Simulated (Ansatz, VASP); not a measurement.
## BeCd3O4: VASP beside Ansatz

File INCAR:

```
PREC = Accurate
ENCUT = 600
EDIFF = 1E-6
ISMEAR = -1
SIGMA = 0.15
LREAL = False
LASPH = True
NELM = 60
ALGO = Normal
ISIF = 3
LWAVE = False
LCHARG = False
GGA = PE
IBRION = 2
NSW = 80
EDIFFG = -0.001
```

Contents of KPOINTS:

```
Automatic mesh
0
Gamma
  8 8 8
```

Contents of POSCAR:

```
BeCd3O4
1.0
    4.7772043904      0.0000000000      0.0000000000
    0.0000000000      4.7772043904      0.0000000000
    0.0000000000      0.0000000000      4.7772043904
Be Cd O
1 3 4
Direct
    0.0000000000      0.0000000000      0.0000000000
    0.0000000000      0.5000000000      0.5000000000
    0.5000000000      0.5000000000      0.0000000000
    0.5000000000      0.0000000000      0.5000000000
    0.7949732104      0.7949732104      0.2050267896
    0.7949732104      0.2050267896      0.7949732104
    0.2050267896      0.7949732104      0.7949732104
    0.2050267896      0.2050267896      0.2050267896
```

Input for Ansatz:

```yaml
crystal:
  lattice:
    - [4.7772043904, 0.0, 0.0]
    - [0.0, 4.7772043904, 0.0]
    - [0.0, 0.0, 4.7772043904]
  atoms:
    - { symbol: Be, position: [0.0, 0.0, 0.0] }
    - { symbol: Cd, position: [0.0, 0.5, 0.5] }
    - { symbol: Cd, position: [0.5, 0.5, 0.0] }
    - { symbol: Cd, position: [0.5, 0.0, 0.5] }
    - { symbol: O, position: [0.7949732104, 0.7949732104, 0.2050267896] }
    - { symbol: O, position: [0.7949732104, 0.2050267896, 0.7949732104] }
    - { symbol: O, position: [0.2050267896, 0.7949732104, 0.7949732104] }
    - { symbol: O, position: [0.2050267896, 0.2050267896, 0.2050267896] }
basis:
  ecutwfc: 420
kpoints:
  mp_grid: { grid: [8, 8, 8] }
hamiltonian:
  xc: pbe
scf:
  occupations: { method: fermi_dirac, width: 0.15 }
output:
  forces: true
  stress: true
  eigenvalues: true
  write_density: true
  write_potential: true
  elf: true
  volumetric_format: npy
relax:
  adjacent_minimum: "off"
  f_tol: 0.001
  max_steps: 60
  cell: { stress_tol: 0.01 }
```

Alike in both runs: task relaxation of cell and atoms; functional PBE; k mesh 8 × 8 × 8; occupations fermi-dirac, width 0.15 eV; no spin polarisation.

```csv
,VASP,Ansatz
version,VASP 6.6.1,Ansatz 0.2.0
potentials or method,"VASP PAW PBE potentials, release 64 (Be, Cd, O), cutoff 600 eV","scalar-relativistic, plane waves, PAW"
valence electrons in the cell,62,86
```

```csv
,VASP,Ansatz,Ansatz less VASP
relaxed volume (Å³/atom),13.73,13.63,-0.105
relaxed cell length with the largest relative difference (Å),4.789,4.777,-0.0123
```

VASP's potentials hold 62 valence electrons a cell and Ansatz's 86, so a difference there can come from the potentials and not from the codes.
